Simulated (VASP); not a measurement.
# Na (P6_3/mmc) in VASP: further runs, part 2 of 3

VASP 6.6.1.

**3. Electric field gradients, LDA (volume scaled by 1.02)**

The input, INCAR:

```
SYSTEM = Na
PREC = Accurate
ENCUT = 520
EDIFF = 1E-8
ISMEAR = -1
SIGMA = 0.05
LREAL = .False.
LASPH = .True.
NELM = 100
ALGO = Normal
ISIF = 2
LWAVE = .False.
LCHARG = .False.
GGA = CA
LEFG = .True.
NBANDS = 14
```

The input, KPOINTS:

```
regular mesh
0
Gamma
  11 11 6
  0 0 0
```

The input, POSCAR:

```
Na
1.0
    3.7919487511      0.0000000000      0.0000000000
   -1.8959743756      3.2839239483      0.0000000000
    0.0000000000      0.0000000000      6.1947561546
Na
2
Direct
    0.3333333333      0.6666666667      0.2500000000
    0.6666666667      0.3333333333      0.7500000000
```

Potentials or basis: VASP PAW LDA potentials, release 64 (Na_pv).

Launch:

```
$ cat potpaw_LDA.64/Na_pv/POTCAR > POTCAR
$ mpirun -np 1 vasp_std > vasp.out
```

OUTCAR:

```text
SYSTEM = Na
   PREC = Accurate
   ENCUT = 520
   EDIFF = 1E-8
   ISMEAR = -1
   LREAL = .False.
   LASPH = .True.
   NELM = 100
   ISIF = 2
   GGA = CA

 ion  position               nearest neighbor table
   1  0.333  0.667  0.250-
   2  0.667  0.333  0.750-

  LATTYP: Found a hexagonal cell.
 ALAT       =     3.7919487511
 C/A-ratio  =     1.6336603054

  Lattice vectors:

 A1 = (   3.7919487511,   0.0000000000,   0.0000000000)
 A2 = (  -1.8959743756,   3.2839239483,   0.0000000000)
 A3 = (   0.0000000000,   0.0000000000,   6.1947561546)

Analysis of symmetry for initial positions (statically):
=====================================================================
 Subroutine PRICEL returns:
 Original cell was already a primitive cell.

 Routine SETGRP: Setting up the symmetry group for a
 hexagonal supercell.

 Subroutine GETGRP returns: Found 24 space group operations
 (whereof 12 operations were pure point group operations)
 out of a pool of 24 trial point group operations.

The static configuration has the point symmetry D_3d.
 The point group associated with its full space group is D_6h.

Analysis of symmetry for dynamics (positions and initial velocities):
=====================================================================
 Subroutine PRICEL returns:
 Original cell was already a primitive cell.

 Routine SETGRP: Setting up the symmetry group for a
 hexagonal supercell.

 Subroutine GETGRP returns: Found 24 space group operations
 (whereof 12 operations were pure point group operations)
 out of a pool of 24 trial point group operations.

[... 166 lines left out ...]
     10       9.7861      0.00000
     11       9.7861      0.00000
     12      10.0304      0.00000
     13      10.0304      0.00000
     14      10.3169      0.00000
[... 377 lines left out ...]
      1     -24.9443      2.00000
      2     -24.9338      2.00000
      3     -24.9326      2.00000
      4     -24.9275      2.00000
      5     -24.9232      2.00000
      6     -24.9222      2.00000
      7      -2.2101      2.00000
      8       0.3798      0.00414
      9       2.8936      0.00000
     10       5.2233      0.00000
     11       6.3813      0.00000
     12       7.6740      0.00000
     13       8.7541      0.00000
     14       9.7152      0.00000

 [... further k-points ...]
[... 5 lines left out ...]
  --------------------------------------------------------------------------------------
  -------------------------------------------------------------------------------------
  Total       -0.5269597     -0.5269597     -0.4037883      0.0000000     -0.0000000     -0.0000000
  in kB      -10.9448105    -10.9448105     -8.3865734      0.0000000     -0.0000000     -0.0000000
  external PRESSURE =     -10.0920648 kB  Pullay stress =       0.0000000 kB

 VOLUME and BASIS-vectors are now :
 -----------------------------------------------------------------------------
  energy-cutoff  :      520.00
  volume of cell :       77.14
      direct lattice vectors                 reciprocal lattice vectors
     3.791948751  0.000000000  0.000000000     0.263716644  0.152256876  0.000000000
    -1.895974376  3.283923948  0.000000000     0.000000000  0.304513751  0.000000000
     0.000000000  0.000000000  6.194756155     0.000000000  0.000000000  0.161426854

 POSITION                                       TOTAL-FORCE (eV/Angst)
 -----------------------------------------------------------------------------------
     -0.00000      2.18928      1.54869         0.000000     -0.000000      0.000000
      1.89597      1.09464      4.64607        -0.000000      0.000000     -0.000000
 -----------------------------------------------------------------------------------
    total drift:                               -0.000000      0.000000      0.000000

  FREE ENERGIE OF THE ION-ELECTRON SYSTEM (eV)
  ---------------------------------------------------
  free  energy   TOTEN  =        -2.8715152238 eV

  energy  without entropy=       -2.8603787215  energy(sigma->0) =       -2.86594697

 Electric field gradients (V/A^2)
---------------------------------------------------------------------
 ion       V_xx      V_yy      V_zz      V_xy      V_xz      V_yz
---------------------------------------------------------------------
   1       0.239     0.239    -0.479    -0.000     0.000    -0.000
   2       0.239     0.239    -0.479    -0.000    -0.000     0.000
---------------------------------------------------------------------

 Electric field gradients after diagonalization (V/A^2)
 (convention: |V_zz| > |V_xx| > |V_yy|)
----------------------------------------------------------------------
 ion       V_xx      V_yy      V_zz     asymmetry (V_yy - V_xx)/ V_zz
----------------------------------------------------------------------
   1       0.239     0.239    -0.479       0.000
   2       0.239     0.239    -0.479       0.000
----------------------------------------------------------------------

           NMR quadrupolar parameters

 Cq : quadrupolar parameter    Cq=e*Q*V_zz/h
 eta: asymmetry parameters     (V_yy - V_xx)/ V_zz
 Q  : nuclear electric quadrupole moment in mb (millibarn)
----------------------------------------------------------------------
 ion       Cq(MHz)       eta       Q (mb)
----------------------------------------------------------------------
   1      -0.001       0.000       1.000
   2      -0.001       0.000       1.000
----------------------------------------------------------------------
```

OSZICAR:

```text
N       E                     dE             d eps       ncg     rms          rms(c)
DAV:   1     0.980481200779E+02    0.98048E+02   -0.75936E+03  1792   0.935E+02
DAV:   2     0.756970601915E+00   -0.97291E+02   -0.96232E+02  1864   0.269E+02
DAV:   3    -0.282338890911E+01   -0.35804E+01   -0.35773E+01  2254   0.593E+01
DAV:   4    -0.287296236173E+01   -0.49573E-01   -0.49571E-01  2038   0.748E+00
DAV:   5    -0.287408036299E+01   -0.11180E-02   -0.11180E-02  2248   0.113E+00    0.270E-01
DAV:   6    -0.287240760575E+01    0.16728E-02   -0.14178E-03  2176   0.506E-01    0.180E-01
DAV:   7    -0.287154554749E+01    0.86206E-03   -0.20947E-03  2208   0.520E-01    0.294E-02
DAV:   8    -0.287151464602E+01    0.30901E-04   -0.23693E-04  2344   0.259E-01    0.478E-03
DAV:   9    -0.287151518827E+01   -0.54225E-06   -0.48489E-06  2170   0.335E-02    0.203E-03
DAV:  10    -0.287151522085E+01   -0.32576E-07   -0.75566E-07  2224   0.139E-02    0.224E-04
DAV:  11    -0.287151522380E+01   -0.29520E-08   -0.11762E-08  1690   0.127E-03
   1 F= -.28715152E+01 E0= -.28659470E+01  d E =-.111365E-01
```

stdout:

```text
POSCAR found type information on POSCAR Na
 POSCAR found :  1 types and       2 ions
 scaLAPACK will be used
 LDA part: xc-table for (Slater(with rela. corr.)+CA(PZ))
 , standard interpolation
 POSCAR, INCAR and KPOINTS ok, starting setup
 FFT: planning ... GRIDC
 FFT: planning ... GRID_SOFT
 FFT: planning ... GRID
 WAVECAR not read
 entering main loop
ion   1

ion   2
```

Wall time 16 s (1 thread of Intel Xeon 6975P-C (Granite Rapids), shared host); peak memory 0.18 GiB.

Results:

- Free energy: -2.8715 eV
- Pressure: -1.0 GPa
- Band gap on the k mesh: zero (band 7 reaches 1.81 eV, above the bottom of band 8 at -2.14 eV)

Electric field gradients, principal values (V/Å²):
| atom | least | middle | greatest (by size) |
| --- | --- | --- | --- |
| 1 Na | 0.239 | 0.239 | -0.479 |
| 2 Na | 0.239 | 0.239 | -0.479 |

Caveat: without QUAD_EFG the Cq values of the log hold for a quadrupole moment of 1 mb, not for the nuclei.

**4. Electric field gradients, LDA (volume scaled by 1.02)**

The input, INCAR:

```
SYSTEM = Na
ALGO = Normal
EDIFF = 1E-8
ENCUT = 520
ISIF = 2
ISMEAR = -1
LASPH = .TRUE.
LCHARG = .FALSE.
LEFG = .TRUE.
LREAL = .FALSE.
LWAVE = .FALSE.
NBANDS = 14
NELM = 80
PREC = Accurate
SIGMA = 0.05
```

The input, KPOINTS:

```
k-points
0
G
  11 11 6
  0 0 0
```

POSCAR is that of step 3.

Potentials or basis: VASP PAW LDA potentials, release 64 (Na_pv).

Launch:

```
$ cat potpaw_LDA.64/Na_pv/POTCAR > POTCAR
$ mpirun -np 1 vasp_std > vasp.out
```

OUTCAR:

```text
SYSTEM = Na
   EDIFF = 1E-8
   ENCUT = 520
   ISIF = 2
   ISMEAR = -1
   LASPH = .TRUE.
   LREAL = .FALSE.
   NELM = 80
   PREC = Accurate

 ion  position               nearest neighbor table
   1  0.333  0.667  0.250-
   2  0.667  0.333  0.750-

  LATTYP: Found a hexagonal cell.
 ALAT       =     3.7919487511
 C/A-ratio  =     1.6336603054

  Lattice vectors:

 A1 = (   3.7919487511,   0.0000000000,   0.0000000000)
 A2 = (  -1.8959743756,   3.2839239483,   0.0000000000)
 A3 = (   0.0000000000,   0.0000000000,   6.1947561546)
[... 620 lines left out ...]
  ---------------------------------------------------
  free  energy   TOTEN  =        -2.8715152238 eV

  energy  without entropy=       -2.8603787215  energy(sigma->0) =       -2.86594697

 Electric field gradients (V/A^2)
---------------------------------------------------------------------
 ion       V_xx      V_yy      V_zz      V_xy      V_xz      V_yz
---------------------------------------------------------------------
   1       0.239     0.239    -0.479    -0.000     0.000    -0.000
   2       0.239     0.239    -0.479    -0.000    -0.000     0.000
---------------------------------------------------------------------

 Electric field gradients after diagonalization (V/A^2)
 (convention: |V_zz| > |V_xx| > |V_yy|)
----------------------------------------------------------------------
 ion       V_xx      V_yy      V_zz     asymmetry (V_yy - V_xx)/ V_zz
----------------------------------------------------------------------
   1       0.239     0.239    -0.479       0.000
   2       0.239     0.239    -0.479       0.000
----------------------------------------------------------------------

           NMR quadrupolar parameters

 Cq : quadrupolar parameter    Cq=e*Q*V_zz/h
 eta: asymmetry parameters     (V_yy - V_xx)/ V_zz
 Q  : nuclear electric quadrupole moment in mb (millibarn)
----------------------------------------------------------------------
 ion       Cq(MHz)       eta       Q (mb)
----------------------------------------------------------------------
   1      -0.001       0.000       1.000
   2      -0.001       0.000       1.000
----------------------------------------------------------------------
```

stdout:

```text
POSCAR found type information on POSCAR Na
 POSCAR found :  1 types and       2 ions
 scaLAPACK will be used
 LDA part: xc-table for (Slater(with rela. corr.)+CA(PZ))
 , standard interpolation
 POSCAR, INCAR and KPOINTS ok, starting setup
 FFT: planning ... GRIDC
 FFT: planning ... GRID_SOFT
 FFT: planning ... GRID
 WAVECAR not read
 entering main loop
ion   1

ion   2
```

Run time: 16 s. Hardware: 1 thread of Intel Xeon 6975P-C (Granite Rapids), shared host; peak memory 0.18 GiB.

What came out:

| Property | Result |
| --- | --- |
| Free energy | -2.8715 eV |
| Pressure | -1.0 GPa |
| Band gap on the k mesh | zero (band 7 reaches 1.81 eV, above the bottom of band 8 at -2.14 eV) |

Electric field gradients, principal values (V/Å²):
| atom | least | middle | greatest (by size) |
| --- | --- | --- | --- |
| 1 Na | 0.239 | 0.239 | -0.479 |
| 2 Na | 0.239 | 0.239 | -0.479 |

Caveat: without QUAD_EFG the Cq values of the log hold for a quadrupole moment of 1 mb, not for the nuclei.

(Part 2 of 3 ends here.)
